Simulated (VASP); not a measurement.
AlC:

```
Al C
1.0
     0.00000    2.42006    2.42006
     2.42006    0.00000    2.42006
     2.42006    2.42006    0.00000
Al C
1 1
Direct
  0.00000 0.00000 0.00000
  0.50000 0.50000 0.50000
```

```yaml
Program: VASP 6.6.1
Task: relaxation of cell and atoms
Functional: PBE
Potentials_or_basis: VASP PAW PBE potentials, release 64 (Al, C)
Cutoff: 600 eV
k_mesh: 6 × 6 × 6
Occupations: gaussian, width 0.1 eV
Spin: no spin polarisation
```

At the start: pressure -32.6 GPa; volume 14.17 Å³/atom.

Question: Where does the relaxation end?

Answer: Over 3 steps the energy falls by 624.8 meV/atom and the volume is 9.71 Å³/atom (-31.5 %); space group Fm-3m (No. 225, to 0.05 Å).

The path:
| step | energy change (eV) | largest force (eV/Å) | pressure (GPa) | volume (Å³) |
| --- | --- | --- | --- | --- |
| 1 | 0.0000 | 0.0000 | -32.55 | 28.35 |
| 2 | -1.1870 | 0.0000 | 15.55 | 18.10 |
| 3 | -1.2497 | 0.0000 | 0.39 | 19.43 |

Final structure:
```
Al C
1.0
     0.00000    2.13372    2.13372
     2.13372    0.00000    2.13372
     2.13372    2.13372    0.00000
Al C
1 1
Cartesian
  0.0000 0.0000 0.0000
  2.1337 2.1337 2.1337
```

Caveat: the k points lie up to 0.43 Å⁻¹ apart in the final cell; the volume moved by over 15 % at a fixed basis, so the end points are rough.
